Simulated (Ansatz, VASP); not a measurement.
Two plane-wave programs on InO

```
In O
1.0
     3.53995    0.00000    0.00000
    -1.76998    3.06569    0.00000
     0.00000    0.00000   15.08324
In O
2 2
Cartesian
  1.7700 1.0219 8.8994
  1.7700 1.0219 6.1838
  0.0000 0.0000 9.6513
  0.0000 0.0000 5.4320
```

Change from the starting cell: strain +0.025 along x and y, -0.050 along z, atoms carried along.

Alike in both runs: task single point; functional LDA; k mesh 12 × 12 × 2; occupations gaussian, width 0.03 eV; no spin polarisation.

|  | VASP | Ansatz |
| --- | --- | --- |
| version | VASP 6.6.1 | Ansatz 0.2.0 |
| potentials or method | VASP PAW LDA potentials, release 64 (In_d, O), cutoff 520 eV | scalar-relativistic, plane waves, PAW |
| valence electrons in the cell | 38 | 38 |

VASP gave:

```
gap on the k mesh at the Fermi level (eV) : 0.34
least direct gap on the mesh (eV)         : 0.89
rms of the force components (eV/Å)        : 0.444
```

Problem. Which values does Ansatz return?

Solution. gap on the k mesh at the Fermi level (eV): 0.35; least direct gap on the mesh (eV): 0.88; rms of the force components (eV/Å): 0.454.

LDA's correlation is that of Perdew and Zunger in VASP and of Perdew and Wang (1992) in Ansatz. Atom by atom the forces differ by 0.014 eV/Å (rms over components).
